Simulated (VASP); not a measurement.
Write the native input for VASP 6.6.1 that does the following.

* Task: single point
* Functional: PBE
* Potentials or basis: VASP PAW PBE potentials, release 64 (Zr_sv, O)
* Cutoff: 600 eV
* k mesh: 8 × 8 × 8
* Occupations: gaussian, width 0.02 eV
* Spin: no spin polarisation
* Dipole correction: no
* Further INCAR settings: ALGO = Normal; EDIFF = 1e-06; NBANDS = 19

The structure of ZrO2 lies in POSCAR:

```
ZrO2
1.0
    0.0000000000      2.5579477472      2.5579477472
    2.5579477472      0.0000000000      2.5579477472
    2.5579477472      2.5579477472      0.0000000000
Zr O
1 2
Direct
    0.0000000000      0.0000000000      0.0000000000
    0.2500000000      0.2500000000      0.2500000000
    0.7500000000      0.7500000000      0.7500000000
```

The cell was generated, and may not be a known phase.

The input as run:

INCAR

```
ALGO = Normal
EDIFF = 1E-6
ENCUT = 600
GGA = PE
GGA_COMPAT = False
ISIF = 2
ISMEAR = 0
LASPH = True
LCHARG = True
LELF = True
LREAL = False
LVHAR = True
LWAVE = False
NBANDS = 19
NELM = 120
PREC = Accurate
SIGMA = 0.02
```

KPOINTS

```
k-points
0
Gamma
  8 8 8
```

Potentials or basis: VASP PAW PBE potentials, release 64 (Zr_sv, O).

The run is started by

```bash
$ cat potpaw_PBE.64/Zr_sv/POTCAR potpaw_PBE.64/O/POTCAR > POTCAR
$ mpirun -np 1 vasp_std > vasp.out
```

It gave:

```
Pressure               : 0.1 GPa
Band gap on the k mesh : 3.31 eV (least direct gap 3.74 eV)
```

Run time: 15 s on 1 thread of Intel(R) Xeon(R) 6975P-C (Granite Rapids), with other jobs on the host, peak memory 0.17 GiB.
